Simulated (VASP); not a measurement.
Crystal: Mo2W.

```
Mo W
1.0
     4.64962    0.00000    0.00000
    -2.32481    4.02668    0.00000
     0.00000    0.00000    2.84730
Mo W
2 1
Direct
  0.33333 0.66667 0.33333
  0.66667 0.33333 0.66667
  0.00000 0.00000 0.00000
```

| Item | Value |
| --- | --- |
| Program | VASP 6.6.1 |
| Task | relaxation of cell and atoms |
| Functional | PBE |
| Potentials or basis | VASP PAW PBE potentials, release 64 (Mo_sv, W_sv) |
| Cutoff | 600 eV |
| k mesh | 6 × 6 × 6 |
| Occupations | gaussian, width 0.1 eV |
| Spin | no spin polarisation |

At the start: pressure -23.9 GPa; volume 17.77 Å³/atom.

Question: How do energy, volume and symmetry change on relaxing?

Answer: Over 10 steps the energy falls by 153.9 meV/atom and the volume is 15.90 Å³/atom (-10.5 %); space group P-3m1 (No. 164, to 0.05 Å).

The path:
```csv
step,energy change (eV),largest force (eV/Å),pressure (GPa),volume (Å³)
1,0.0000,0.0198,-23.87,53.31
2,4.1309,0.1661,153.22,35.38
3,-0.4526,0.0532,-3.85,48.40
4,-0.4603,0.0560,-1.24,47.92
5,-0.4612,0.0573,0.02,47.70
6,-0.4610,0.0566,-0.60,47.81
7,-0.4614,0.0259,-0.56,47.80
8,-0.4614,0.0215,-0.55,47.80
9,-0.4614,0.0136,0.68,47.59
10,-0.4616,0.0177,0.03,47.70
```

Final structure:
```
Mo W
1.0
     4.48931    0.00000    0.00000
    -2.24466    3.88786    0.00000
     0.00000    0.00000    2.73291
Mo W
2 1
Direct
  0.33333 0.66667 0.33446
  0.66667 0.33333 0.66554
  0.00000 0.00000 0.00000
```

Caveat: the k points lie up to 0.38 Å⁻¹ apart in the final cell.
